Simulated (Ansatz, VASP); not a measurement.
# SrO in VASP and in Ansatz

```
CELL_PARAMETERS angstrom
0.00000 2.57989 2.57989
2.57989 0.00000 2.57989
2.57989 2.57989 0.00000
ATOMIC_POSITIONS crystal
Sr 0.50000 0.50000 0.50000
O 0.00000 0.00000 0.00000
```

Alike in both runs: task single point; functional r2SCAN; k mesh 8 × 8 × 8; no spin polarisation.

```csv
,VASP,Ansatz
version,VASP 6.6.1,Ansatz 0.2.0
potentials or method,"VASP PAW PBE potentials, release 64 (Sr_sv, O)","plane waves, PAW"
plane-wave cutoff (eV),520,500
occupations,"gaussian, width 0.01 eV",fixed
valence electrons in the cell,16,16
```

```csv
,VASP,Ansatz,Ansatz less VASP
gap on the k mesh at the Fermi level (eV),3.75,3.80,+0.052
pressure (GPa),0.5,0.0,-0.52
```

VASP's potentials were made for PBE, not for r2SCAN.
